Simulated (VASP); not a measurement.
Here is a VASP 6.6.1 calculation.

INCAR

```
SYSTEM = Cu
  PREC = Accurate
  ENCUT = 520
  EDIFF = 1E-6
  ISMEAR = 0
  SIGMA = 0.05
  LREAL = .False.
  LASPH = .True.
  NELM = 60
  ALGO = Fast
  ISIF = 2
  LWAVE = .False.
  LCHARG = .False.
  GGA = PE
  NBANDS = 12
```

KPOINTS

```
Automatic mesh
0
Gamma
  22 22 22
  0 0 0
```

File POSCAR:

```
Cu
1.0
    0.0000000000      1.7899985995      1.7899985995
    1.7899985995      0.0000000000      1.7899985995
    1.7899985995      1.7899985995      0.0000000000
Cu
1
Direct
    0.0000000000      0.0000000000      0.0000000000
```

Potentials or basis: VASP PAW PBE potentials, release 64 (Cu).

Command:

```bash
$ cat potpaw_PBE.64/Cu/POTCAR > POTCAR
$ mpirun -np 1 vasp_std > vasp.out
```

(1) Predict the pressure.

Answers

(1) 7.1 GPa.
